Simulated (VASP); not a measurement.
# BN (F-43m) in VASP: a series of runs, part 2 of 2

VASP 6.6.1. Earlier steps stand in the parts before.

## 3. Relaxation of cell and atoms, PBE, target pressure 2 GPa, at which the enthalpy is minimised

This run uses another cell than the first one, of 5.96 Å³/atom.

Input file INCAR:

```
ALGO = Normal ; EDIFF = 1E-6
EDIFFG = -0.02 ; ENCUT = 600
GGA = PE ; IBRION = 2
ISIF = 3 ; ISMEAR = -1
LASPH = T ; LCHARG = F
LREAL = F ; LWAVE = F
NELM = 100 ; NSW = 80
PREC = Accurate ; PSTRESS = 20.0
SIGMA = 0.05
```

Input file KPOINTS:

```
k-points
0
Gamma
  13 13 13
```

Input file POSCAR:

```
BN
1.0
    0.0000000000      1.8130010000      1.8130010000
    1.8130010000      0.0000000000      1.8130010000
    1.8130010000      1.8130010000      0.0000000000
N B
1 1
Direct
    0.2500000000      0.2500000000      0.2500000000
    0.0000000000      0.0000000000      0.0000000000
```

Potentials or basis: VASP PAW PBE potentials, release 64 (N, B).

The run is started by

```
> cat potpaw_PBE.64/N/POTCAR potpaw_PBE.64/B/POTCAR > POTCAR
> mpirun -np 1 vasp_std > vasp.out
```

OUTCAR:

```text
EDIFF = 1E-6
   EDIFFG = -0.02
   ENCUT = 600
   GGA = PE
   IBRION = 2
   ISIF = 3
   ISMEAR = -1
   LASPH = T
   LREAL = F
   NELM = 100
   NSW = 80
   PREC = Accurate
   PSTRESS = 20.0

 ion  position               nearest neighbor table
   1  0.250  0.250  0.250-   2 1.57   2 1.57   2 1.57   2 1.57
   2  0.000  0.000  0.000-   1 1.57   1 1.57   1 1.57   1 1.57

  LATTYP: Found a face centered cubic cell.
 ALAT       =     3.6260020000

  Lattice vectors:

 A1 = (   0.0000000000,   1.8130010000,   1.8130010000)
 A2 = (   1.8130010000,   0.0000000000,   1.8130010000)
 A3 = (   1.8130010000,   1.8130010000,   0.0000000000)

Analysis of symmetry for initial positions (statically):
=====================================================================
 Subroutine PRICEL returns:
 Original cell was already a primitive cell.

 Routine SETGRP: Setting up the symmetry group for a
 face centered cubic supercell.

 Subroutine GETGRP returns: Found 24 space group operations
 (whereof 24 operations were pure point group operations)
 out of a pool of 48 trial point group operations.

The static configuration has the point symmetry T_d .

Analysis of symmetry for dynamics (positions and initial velocities):
=====================================================================
 Subroutine PRICEL returns:
 Original cell was already a primitive cell.

 Routine SETGRP: Setting up the symmetry group for a
 face centered cubic supercell.

 Subroutine GETGRP returns: Found 24 space group operations
 (whereof 24 operations were pure point group operations)
 out of a pool of 48 trial point group operations.

The dynamic configuration has the point symmetry T_d .

 Subroutine INISYM returns: Found 24 space group operations
 (whereof 24 operations are pure point group operations),
 and found     1 'primitive' translations

----------------------------------------------------------------------------------------

                                     Primitive cell

  volume of cell :      11.9186

  direct lattice vectors                    reciprocal lattice vectors
     0.000000000  1.813001000  1.813001000    -0.275785838  0.275785838  0.275785838
     1.813001000  0.000000000  1.813001000     0.275785838 -0.275785838  0.275785838
     1.813001000  1.813001000  0.000000000     0.275785838  0.275785838 -0.275785838

  length of vectors
     2.563970603  2.563970603  2.563970603     0.477675083  0.477675083  0.477675083

  position of ions in fractional coordinates (direct lattice)
     0.250000000  0.250000000  0.250000000
     0.000000000  0.000000000  0.000000000

  ion indices of the primitive-cell ions
   primitive index   ion index
                 1           1
                 2           2

----------------------------------------------------------------------------------------

 KPOINTS: k-points

Automatic generation of k-mesh.
 Grid dimensions read from file:
 generate k-points for:   13   13   13

 Generating k-lattice:

  Cartesian coordinates                     Fractional coordinates (reciprocal lattice)
    -0.021214295  0.021214295  0.021214295     0.076923077  0.000000000  0.000000000
     0.021214295 -0.021214295  0.021214295     0.000000000  0.076923077  0.000000000
     0.021214295  0.021214295 -0.021214295     0.000000000  0.000000000  0.076923077

  Length of vectors
     0.036744237  0.036744237  0.036744237

  Shift w.r.t. Gamma in fractional coordinates (k-lattice)
     0.000000000  0.000000000  0.000000000

 Subroutine IBZKPT returns following result:
 ===========================================

 Found     84 irreducible k-points:

 Following reciprocal coordinates:
            Coordinates               Weight
  0.000000  0.000000  0.000000      1.000000
  0.076923  0.000000  0.000000      8.000000
  0.153846  0.000000  0.000000      8.000000
  0.230769  0.000000  0.000000      8.000000
  0.307692  0.000000  0.000000      8.000000
  0.384615  0.000000  0.000000      8.000000
[... 16 lines left out ...]
  0.384615  0.153846  0.000000     24.000000
  0.461538  0.153846  0.000000     24.000000
 [... further k-points ...]
   k-points           NKPTS =     84   k-points in BZ     NKDIM =     84   number of bands    NBANDS=      8
   number of dos      NEDOS =    301   number of ions     NIONS =      2
   total plane-waves  NPLWV =   8000
   dimension x,y,z NGX =    20 NGY =   20 NGZ =   20
   dimension x,y,z NGXF=    40 NGYF=   40 NGZF=   40
   ions per type =               1   1
   NGX,Y,Z   is equivalent  to a cutoff of  12.97, 12.97, 12.97 a.u.
   NGXF,Y,Z  is equivalent  to a cutoff of  25.94, 25.94, 25.94 a.u.
 SYSTEM =  unknown system
   PREC   = accura    normal or accurate (medium, high low for compatibility)
   ISTART =      0    job   : 0-new  1-cont  2-samecut
   ICHARG =      2    charge: 1-file 2-atom 10-const
   ISPIN  =      1    spin polarized calculation?
   LNONCOLLINEAR =      F non collinear calculations
   LSORBIT =      F    spin-orbit coupling
   LASPH  =      T    aspherical Exc in radial PAW
   ENCUT  =  600.0 eV  44.10 Ry    6.64 a.u.   5.12  5.12  5.12*2*pi/ulx,y,z
   NELM   =    100;   NELMIN=  2; NELMDL= -5     # of ELM steps
   EDIFF  = 0.1E-05   stopping-criterion for ELM
   LREAL  =      F    real-space projection
   EDIFFG = -.2E-01   stopping-criterion for IOM
   NSW    =     80    number of steps for IOM
   IBRION =      2    ionic relax: 0-MD 1-quasi-New 2-CG
   NFREE  =      1    steps in history (QN), initial steepest desc. (CG)
   ISIF   =      3    stress and relaxation
   ISYM   =      2    0-nonsym 1-usesym 2-fastsym
   POTIM  = 0.5000    time-step for ionic-motion
   TEBEG  =    0.0;   TEEND  =   0.0 temperature during run
   PSTRESS=   20.0 pullay stress
   NELECT =       8.0000    total number of electrons
   NUPDOWN=      -1.0000    fix difference up-down
   EMIN   =  10.00;   EMAX   =-10.00  energy-range for DOS
   EFERMI =   0.00;   METHOD = LEGACY
   ISMEAR =    -1;   SIGMA  =   0.05  broadening in eV -4-tet -1-fermi 0-gaus
   EFERMI_NEDOS =   21; number of points for ismear=-14 and -15
   IALGO  =     38    algorithm
   IMIX   =      4    mixing-type and parameters
     AMIX     =   0.40;   BMIX     =  1.00
     AMIX_MAG =   1.60;   BMIX_MAG =  1.00
  volume/ion in A,a.u.               =       5.96        40.22
  Fermi-wavevector in a.u.,A,eV,Ry     =   1.433387  2.708709 27.954506  2.054598
  Thomas-Fermi vector in A             =   2.552911
   LORBIT       =      0    0 simple, 1 ext, 2 COOP (PROOUT), +10 PAW based schemes
   GGA     = PE    functional components
   LHFCALC =     F    Hartree Fock is set to
   AEXX    =    0.0000 exact exchange contribution
   IVDW    =     0    specifies the selected vdW correction
   LEPSILON=     F    determine dielectric tensor
   LRPA    =     F    only Hartree local field effects (RPA)
 conjugate gradient relaxation of ions
 non-spin polarized calculation
  energy-cutoff  :      600.00
  volume of cell :       11.92
 maximum number of plane-waves:       411
   NGX = 11   NGY = 11   NGZ = 11

--------------------------------------- Ionic step        1  -------------------------------------------

 number of electron       7.9999999 magnetization

 Free energy of the ion-electron system (eV)
  ---------------------------------------------------
  ext. energy  EPLUGINS =         0.00000000
  ---------------------------------------------------
  free energy    TOTEN  =       -17.45461872 eV

  energy without entropy =      -17.45461872  energy(sigma->0) =      -17.45461872

------------------------ aborting loop because EDIFF is reached ----------------------------------------

  FORCE on cell =-STRESS in cart. coord.  units (eV):
  Direction    XX          YY          ZZ          XY          YZ          ZX
  --------------------------------------------------------------------------------------
  -------------------------------------------------------------------------------------
  Total       -0.0324190     -0.0324190     -0.0324190      0.0000000      0.0000000      0.0000000
  in kB       -4.3579828     -4.3579828     -4.3579828      0.0000000      0.0000000      0.0000000
  external PRESSURE =     -24.3579828 kB  Pullay stress =      20.0000000 kB
[... 63 lines left out ...]
--------------------------------------- Ionic step        3  -------------------------------------------

 number of electron       7.9999999 magnetization

 Free energy of the ion-electron system (eV)
  ---------------------------------------------------
  ext. energy  EPLUGINS =         0.00000000
  ---------------------------------------------------
  free energy    TOTEN  =       -17.45424582 eV

  energy without entropy =      -17.45424582  energy(sigma->0) =      -17.45424582

 E-fermi :   8.3617     XC(G=0): -12.8094

 val. band max:        7.3708896161   @ k =   0.0000   0.0000   0.0000
 cond. band min:      11.9017365606   @ k =   0.4615   0.4615   0.0000
 fundamental gap:      4.5308469445
 Fermi energy:         8.3616735476

 k-point     1 :       0.0000    0.0000    0.0000
  band No.  band energies     occupation
      1     -12.8306      2.00000
      2       7.3709      2.00000
      3       7.3709      2.00000
      4       7.3709      2.00000
      5      16.1782      0.00000
      6      16.1782      0.00000
      7      16.1782      0.00000
      8      17.6788      0.00000
[... 243 lines left out ...]
 k-point    24 :       0.4615    0.1538    0.0000
  band No.  band energies     occupation
      1      -8.8651      2.00000
      2      -1.8782      2.00000
      3       4.1136      2.00000
      4       4.5491      2.00000
      5      16.2560      0.00000
      6      19.4671      0.00000
      7      19.8719      0.00000
      8      22.0220      0.00000

 [... further k-points ...]
[... 5 lines left out ...]
  --------------------------------------------------------------------------------------
  -------------------------------------------------------------------------------------
  Total        0.1483223      0.1483223      0.1483223      0.0000000      0.0000000      0.0000000
  in kB       20.0691807     20.0691807     20.0691807      0.0000000      0.0000000      0.0000000
  external PRESSURE =       0.0691807 kB  Pullay stress =      20.0000000 kB
[... 21 lines left out ...]
  energy  without entropy=      -17.4542458221  energy(sigma->0) =      -17.45424582

  enthalpy is  TOTEN    =       -17.3064348466 eV   P V=        0.1478109755

 reached required accuracy - stopping structural energy minimisation
```

OSZICAR:

```text
N       E                     dE             d eps       ncg     rms          rms(c)
DAV:   1     0.134363166093E+02    0.13436E+02   -0.55697E+03  1384   0.110E+03
DAV:   2    -0.181536779663E+02   -0.31590E+02   -0.30786E+02  1888   0.202E+02
DAV:   3    -0.184060746353E+02   -0.25240E+00   -0.25240E+00  1584   0.208E+01
DAV:   4    -0.184063165351E+02   -0.24190E-03   -0.24190E-03  1840   0.595E-01
[... 17 lines left out ...]
DAV:   1    -0.174549698306E+02   -0.23171E-02   -0.22792E-02  1440   0.156E+00    0.195E-01
DAV:   2    -0.174542885828E+02    0.68125E-03   -0.31682E-03  1632   0.453E-01    0.526E-02
DAV:   3    -0.174542570103E+02    0.31572E-04   -0.81816E-05  1560   0.942E-02    0.217E-02
DAV:   4    -0.174542461306E+02    0.10880E-04   -0.13920E-05  1560   0.347E-02    0.580E-03
DAV:   5    -0.174542458221E+02    0.30854E-06   -0.45860E-07   720   0.602E-03
   3 F= -.17306435E+02 E0= -.17306435E+02  d E =-.595781E-03
```

Run time: 8.7 s. Hardware: 1 thread of AMD EPYC 9R45 (Zen 5), shared host; peak memory 0.09 GiB.

What came out:

```yaml
Free_energy: -17.4542 eV
Relaxed_volume: 5.92 Å³/atom
Relaxed_cell: a = 2.558 Å, b = 2.558 Å, c = 2.558 Å, α = 60.00°, β = 60.00°, γ = 60.00°
Space_group_after_relaxing_to_0.1_Å: F-43m (No. 216)
Energy_change_on_relaxing_the_run_minimises_the_enthalpy: +0.2 meV/atom
Ionic_steps: 3
Pressure_after_relaxing: 2.0 GPa
Band_gap_on_the_k_mesh: 4.53 eV (least direct gap 8.81 eV)
```

Step by step:
```tsv
step	energy change (eV)	largest force (eV/Å)	pressure (GPa)	volume (Å³)
1	0.0000	0.0000	-0.44	11.92
2	0.0020	0.0000	4.57	11.76
3	0.0004	0.0000	2.01	11.84
```

Final structure:
```xyz
2
Lattice="0.0000 1.8091 1.8091 1.8091 0.0000 1.8091 1.8091 1.8091 0.0000" Properties=species:S:1:pos:R:3 pbc="T T T"
N     0.9045    0.9045    0.9045
B     0.0000    0.0000    0.0000
```

Caveat: the cell is relaxed towards a set pressure, so the run minimises the enthalpy, not the energy; an odd mesh through Γ misses points on the zone boundary, where band edges can lie.

## 4. Relaxation of cell and atoms, PBE, target pressure 5 GPa, at which the enthalpy is minimised

This run uses another cell than the first one, of 5.96 Å³/atom.

Input file INCAR:

```
SYSTEM = BN
PREC = Accurate
ENCUT = 600
EDIFF = 1E-6
ISMEAR = -1
SIGMA = 0.05
LREAL = .False.
LASPH = .True.
NELM = 80
ALGO = Normal
ISIF = 3
LWAVE = .False.
LCHARG = .False.
GGA = PE
IBRION = 2
NSW = 80
EDIFFG = -0.02
PSTRESS = 50.0
```

Input file KPOINTS:

```
regular mesh
0
Gamma
  13 13 13
  0 0 0
```

POSCAR is that of step 3.

The run is started by

```
> cat potpaw_PBE.64/N/POTCAR potpaw_PBE.64/B/POTCAR > POTCAR
> mpirun -np 1 vasp_std > vasp.out
```

It took 9.4 s on 1 thread of AMD EPYC 9R45 (Zen 5), shared host; peak memory 0.09 GiB.

It converged, with:

* Free energy: -17.4523 eV
* Relaxed volume: 5.87 Å³/atom
* Relaxed cell: a = 2.552 Å, b = 2.552 Å, c = 2.552 Å, α = 60.00°, β = 60.00°, γ = 60.00°
* Space group after relaxing (to 0.1 Å): F-43m (No. 216)
* Energy change on relaxing (the run minimises the enthalpy): +1.2 meV/atom
* Ionic steps: 3
* Pressure after relaxing: 5.0 GPa
* Band gap on the k mesh: 4.54 eV (least direct gap 8.84 eV)

Step by step:
| step | energy change (eV) | largest force (eV/Å) | pressure (GPa) | volume (Å³) |
| --- | --- | --- | --- | --- |
| 1 | 0.0000 | 0.0000 | -0.44 | 11.92 |
| 2 | 0.0112 | 0.0000 | 11.10 | 11.57 |
| 3 | 0.0024 | 0.0000 | 4.99 | 11.75 |

Final structure:
```
CELL_PARAMETERS angstrom
0.00000 1.80440 1.80440
1.80440 0.00000 1.80440
1.80440 1.80440 0.00000
ATOMIC_POSITIONS crystal
N 0.25000 0.25000 0.25000
B 0.00000 0.00000 0.00000
```

Levels at points of the mesh, in eV from the valence-band top:
| k point | band 1 | band 2 | band 3 | band 4 | band 5 | band 6 | band 7 | band 8 |
| --- | --- | --- | --- | --- | --- | --- | --- | --- |
| (0.00, 0.00, 0.00) | -20.29 | 0.00 | 0.00 | 0.00 | 8.84 | 8.84 | 8.84 | 10.43 |

Caveat: the cell is relaxed towards a set pressure, so the run minimises the enthalpy, not the energy; an odd mesh through Γ misses points on the zone boundary, where band edges can lie.

## 5. Relaxation of cell and atoms, PBE, target pressure 10 GPa, at which the enthalpy is minimised

This run uses another cell than the first one, of 5.96 Å³/atom.

Input file INCAR:

```
  PREC = Accurate
  ENCUT = 600
  EDIFF = 1E-6
  ISMEAR = -1
  SIGMA = 0.05
  LREAL = F
  LASPH = T
  NELM = 60
  ALGO = Normal
  ISIF = 3
  LWAVE = F
  LCHARG = F
  GGA = PE
  IBRION = 2
  NSW = 80
  EDIFFG = -0.02
  PSTRESS = 100.0
```

Input file KPOINTS:

```
Automatic mesh
0
Gamma
  13 13 13
```

POSCAR is that of step 4.

The run is started by

```
> cat potpaw_PBE.64/N/POTCAR potpaw_PBE.64/B/POTCAR > POTCAR
> mpirun -np 1 vasp_std > vasp.out
```

Run time: 9.7 s. Hardware: 1 thread of AMD EPYC 9R45 (Zen 5), shared host; peak memory 0.09 GiB.

It converged, with:

```
Free energy                                                : -17.4456 eV
Relaxed volume                                             : 5.80 Å³/atom
Relaxed cell                                               : a = 2.541 Å, b = 2.541 Å, c = 2.541 Å, α = 60.00°, β = 60.00°, γ = 60.00°
Space group after relaxing (to 0.1 Å)                      : F-43m (No. 216)
Energy change on relaxing (the run minimises the enthalpy) : +4.5 meV/atom
Ionic steps                                                : 3
Pressure after relaxing                                    : 9.9 GPa
Band gap on the k mesh                                     : 4.55 eV (least direct gap 8.90 eV)
```

Step by step:
```
step  energy change (eV)  largest force (eV/Å)  pressure (GPa)  volume (Å³)
   1              0.0000                0.0000           -0.44        11.92
   2              0.0441                0.0000           22.97        11.26
   3              0.0091                0.0000            9.94        11.61
```

Final structure:
```xyz
2
Lattice="0.0000 1.7970 1.7970 1.7970 0.0000 1.7970 1.7970 1.7970 0.0000" Properties=species:S:1:pos:R:3 pbc="T T T"
N     0.8985    0.8985    0.8985
B     0.0000    0.0000    0.0000
```

Levels at points of the mesh, in eV from the valence-band top:
| k point | band 1 | band 2 | band 3 | band 4 | band 5 | band 6 | band 7 | band 8 |
| --- | --- | --- | --- | --- | --- | --- | --- | --- |
| (0.00, 0.00, 0.00) | -20.43 | 0.00 | 0.00 | 0.00 | 8.90 | 8.90 | 8.90 | 10.64 |

Caveat: the cell is relaxed towards a set pressure, so the run minimises the enthalpy, not the energy; an odd mesh through Γ misses points on the zone boundary, where band edges can lie.

## 6. Summary

```csv
level,cell,k mesh,smearing,tolerance level,purpose,passes,share of exact exchange,grid for exact exchange (PRECFOCK),gap on the mesh (eV),pressure (GPa)
HSE06,"relaxed from a = 2.521 Å, angles 60.0°, 2 atoms",6 × 6 × 6,gaussian 0.03 eV,standard,cell,2,0.25,Normal,5.82,-0.1
PBE,"relaxed to 2 GPa from a = 2.564 Å, angles 60.0°, 2 atoms",13 × 13 × 13,fermi-dirac 0.05 eV,-,-,-,-,-,4.53,2.0
PBE,"relaxed to 5 GPa from a = 2.564 Å, angles 60.0°, 2 atoms",13 × 13 × 13,fermi-dirac 0.05 eV,-,-,-,-,-,4.54,5.0
PBE,"relaxed to 10 GPa from a = 2.564 Å, angles 60.0°, 2 atoms",13 × 13 × 13,fermi-dirac 0.05 eV,-,-,-,-,-,4.55,9.9
```

Alike in all rows: task relaxation of cell and atoms; potentials or basis VASP PAW PBE potentials, release 64 (N, B); no spin polarisation; cutoff (eV) 600.

Caveats: some runs use coarse meshes; the cell is relaxed towards a set pressure, so the run minimises the enthalpy, not the energy (at least some runs); an odd mesh through Γ misses points on the zone boundary, where band edges can lie (at least some runs); the PAW data sets were made with another functional, which shifts forces and pressure a little (at least some runs).

Absolute energies hang on the potentials; compare differences alone.
